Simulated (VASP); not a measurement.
# Si (Fd-3m) in VASP: vibrations by perturbation theory with LDA

Aim: the vibrations by perturbation theory of Si with LDA.

Program: VASP 6.6.1. These are calculated values, not measurements. Logs are shortened: lines on timing, memory, paths and dates and some standing lists are left out, and cuts for length are marked.

### Step 1. The cell of the first run

It takes space group Fd-3m (No. 227, cubic). Conventional cell: a = 5.402 Å, b = 5.402 Å, c = 5.402 Å, α = 90.00°, β = 90.00°, γ = 90.00°. Si (site symmetry -43m) has 4 Si at 2.34 Å within 3.1 Å.

### Step 2. Vibrations by perturbation theory, LDA

Input file INCAR:

```
PREC = Accurate
ENCUT = 520
EDIFF = 1E-8
ISMEAR = 0
SIGMA = 0.01
LREAL = F
LASPH = T
NELM = 100
ALGO = Normal
ISIF = 2
LWAVE = F
LCHARG = F
NBANDS = 11
IBRION = 8
NSW = 1
LEPSILON = T
```

Input file KPOINTS:

```
Automatic mesh
0
Gamma
  12 12 12
```

Input file POSCAR:

```
Si
1.0
    0.0000000000      2.7008304895      2.7008304895
    2.7008304895      0.0000000000      2.7008304895
    2.7008304895      2.7008304895      0.0000000000
Si
2
Direct
    0.5000000000      0.5000000000      0.5000000000
    0.7500000000      0.7500000000      0.7500000000
```

Potentials or basis: VASP PAW LDA potentials, release 64 (Si).

On the command line:

```console
cat potpaw_LDA.64/Si/POTCAR > POTCAR
mpirun -np 1 vasp_std > vasp.out
```

OUTCAR:

```text
PREC = Accurate
   ENCUT = 520
   EDIFF = 1E-8
   ISMEAR = 0
   LREAL = F
   LASPH = T
   NELM = 100
   ISIF = 2
   IBRION = 8
   NSW = 1
   LEPSILON = T

 ion  position               nearest neighbor table
   1  0.500  0.500  0.500-   2 2.34   2 2.34   2 2.34   2 2.34
   2  0.750  0.750  0.750-   1 2.34   1 2.34   1 2.34   1 2.34

  LATTYP: Found a face centered cubic cell.
 ALAT       =     5.4016609790

  Lattice vectors:

 A1 = (   0.0000000000,   2.7008304895,   2.7008304895)
 A2 = (   2.7008304895,   0.0000000000,   2.7008304895)
 A3 = (   2.7008304895,   2.7008304895,   0.0000000000)

Analysis of symmetry for initial positions (statically):
=====================================================================
 Subroutine PRICEL returns:
 Original cell was already a primitive cell.

 Routine SETGRP: Setting up the symmetry group for a
 face centered cubic supercell.

 Subroutine GETGRP returns: Found 48 space group operations
 (whereof 24 operations were pure point group operations)
 out of a pool of 48 trial point group operations.

The static configuration has the point symmetry T_d .
 The point group associated with its full space group is O_h .

Analysis of symmetry for dynamics (positions and initial velocities):
=====================================================================
 Subroutine PRICEL returns:
 Original cell was already a primitive cell.

 Routine SETGRP: Setting up the symmetry group for a
 face centered cubic supercell.

 Subroutine GETGRP returns: Found 48 space group operations
 (whereof 24 operations were pure point group operations)
 out of a pool of 48 trial point group operations.

The dynamic configuration has the point symmetry T_d .
 The point group associated with its full space group is O_h .

 Subroutine INISYM returns: Found 48 space group operations
 (whereof 24 operations are pure point group operations),
 and found     1 'primitive' translations

[... 572 lines left out ...]
          XX          YY          ZZ          XY          YZ          ZX
  --------------------------------------------------------------------------------
  x     0.00000    -0.00000    -0.00000    -0.00000     0.00000     0.00000
  y     0.00000     0.00000     0.00000     0.00000    -0.00000     0.00000
  z     0.00000     0.00000     0.00000     0.00000     0.00000     0.00000

 PIEZOELECTRIC TENSOR (including local field effects)  for field in x, y, z        (C/m^2)
          XX          YY          ZZ          XY          YZ          ZX
  --------------------------------------------------------------------------------
  x     0.00000    -0.00000    -0.00000    -0.00000     0.00000     0.00000
  y     0.00000     0.00000     0.00000     0.00000    -0.00000     0.00000
  z     0.00000     0.00000     0.00000     0.00000     0.00000     0.00000

 BORN EFFECTIVE CHARGES (including local field effects) (in |e|, cummulative output)
 ---------------------------------------------------------------------------------
 ion    1
    1     0.00000     0.00000     0.00000
    2     0.00000     0.00000     0.00000
    3     0.00000     0.00000     0.00000
 ion    2
    1     0.00000     0.00000     0.00000
    2     0.00000     0.00000     0.00000
    3     0.00000     0.00000     0.00000

 INTERNAL STRAIN TENSOR FOR ION    2 for displacements in x,y,z  (eV/Angst):
          X           Y           Z          XY          YZ          ZX
  --------------------------------------------------------------------------------
  x    -0.00000    -0.00000    -0.00000     0.00000    -9.67249     0.00000
  y    -0.00000    -0.00000    -0.00000     0.00000     0.00000    -9.67249
  z    -0.00000    -0.00000    -0.00000    -9.67249     0.00000     0.00000

 SECOND DERIVATIVES (NOT SYMMETRIZED)
 ------------------------------------
               1X          1Y          1Z          2X          2Y          2Z
  1X   -13.597963    0.000000    0.000000   13.597963    0.000000    0.000000
  1Y     0.000000  -13.597963    0.000000    0.000000   13.597963    0.000000
  1Z     0.000000    0.000000  -13.597963    0.000000    0.000000   13.597963
  2X    13.597963    0.000000    0.000000  -13.597963    0.000000    0.000000
  2Y     0.000000   13.597963    0.000000    0.000000  -13.597963    0.000000
  2Z     0.000000    0.000000   13.597963    0.000000    0.000000  -13.597963

 Eigenvectors and eigenvalues of the dynamical matrix
 ----------------------------------------------------

   1 f  =   15.383864 THz    96.659670 2PiTHz  513.150477 cm-1    63.622522 meV
             X         Y         Z           dx          dy          dz
      2.700830  2.700830  2.700830     0.707107   -0.000000   -0.000000
      4.051246  4.051246  4.051246    -0.707107   -0.000000   -0.000000
[... 11 lines left out ...]
   4 f  =    0.000000 THz     0.000001 2PiTHz    0.000003 cm-1     0.000000 meV
             X         Y         Z           dx          dy          dz
      2.700830  2.700830  2.700830    -0.575544   -0.302134    0.278323
      4.051246  4.051246  4.051246    -0.575544   -0.302134    0.278323

   5 f/i=    0.000000 THz     0.000001 2PiTHz    0.000004 cm-1     0.000000 meV
             X         Y         Z           dx          dy          dz
      2.700830  2.700830  2.700830     0.290847    0.038617    0.643364
      4.051246  4.051246  4.051246     0.290847    0.038617    0.643364

   6 f/i=    0.000000 THz     0.000001 2PiTHz    0.000007 cm-1     0.000001 meV
             X         Y         Z           dx          dy          dz
      2.700830  2.700830  2.700830    -0.290098    0.638141    0.092842
      4.051246  4.051246  4.051246    -0.290098    0.638141    0.092842

--------------------------------------------------------------------------------------------------------

 MACROSCOPIC STATIC DIELECTRIC TENSOR IONIC CONTRIBUTION
 ------------------------------------------------------
           0.000000     0.000000     0.000000
           0.000000     0.000000     0.000000
           0.000000     0.000000     0.000000
 ------------------------------------------------------

 ELASTIC MODULI CONTR FROM IONIC RELAXATION (kBar)
 Direction    XX          YY          ZZ          XY          YZ          ZX
 --------------------------------------------------------------------------------
 XX          -0.0000     -0.0000     -0.0000     -0.0000     -0.0000     -0.0000
 YY          -0.0000     -0.0000     -0.0000     -0.0000     -0.0000     -0.0000
 ZZ          -0.0000     -0.0000     -0.0000     -0.0000     -0.0000     -0.0000
 XY          -0.0000     -0.0000     -0.0000   -279.7639      0.0000      0.0000
 YZ          -0.0000     -0.0000     -0.0000      0.0000   -279.7639      0.0000
 ZX          -0.0000     -0.0000     -0.0000      0.0000      0.0000   -279.7639
 --------------------------------------------------------------------------------

 PIEZOELECTRIC TENSOR IONIC CONTR  for field in x, y, z        (C/m^2)
          XX          YY          ZZ          XY          YZ          ZX
  --------------------------------------------------------------------------------
  x     0.00000     0.00000     0.00000     0.00000     0.00000     0.00000
  y     0.00000     0.00000     0.00000     0.00000     0.00000     0.00000
  z     0.00000     0.00000     0.00000     0.00000     0.00000     0.00000
```

Run time: 5.1 min. Hardware: 1 thread of Intel Xeon 6975P-C, shared host; peak memory 0.35 GiB.

Results:

* Electronic dielectric tensor (diagonal): 13.43
* Born charges (mean of the diagonal): Si +0.00 e
* Highest phonon frequency at Γ: 513 cm⁻¹

Phonon frequencies in cm⁻¹ (negative: imaginary):
```
              q point        frequencies
(0.000, 0.000, 0.000)  0 0 0 513 513 513
```

Electronic dielectric tensor:
```
13.43  0.00  0.00
 0.00 13.43  0.00
 0.00  0.00 13.43
```

Born effective charge tensors (e):
atom 1, Si
```
0.00 0.00 0.00
0.00 0.00 0.00
0.00 0.00 0.00
```
atom 2, Si
```
0.00 0.00 0.00
0.00 0.00 0.00
0.00 0.00 0.00
```
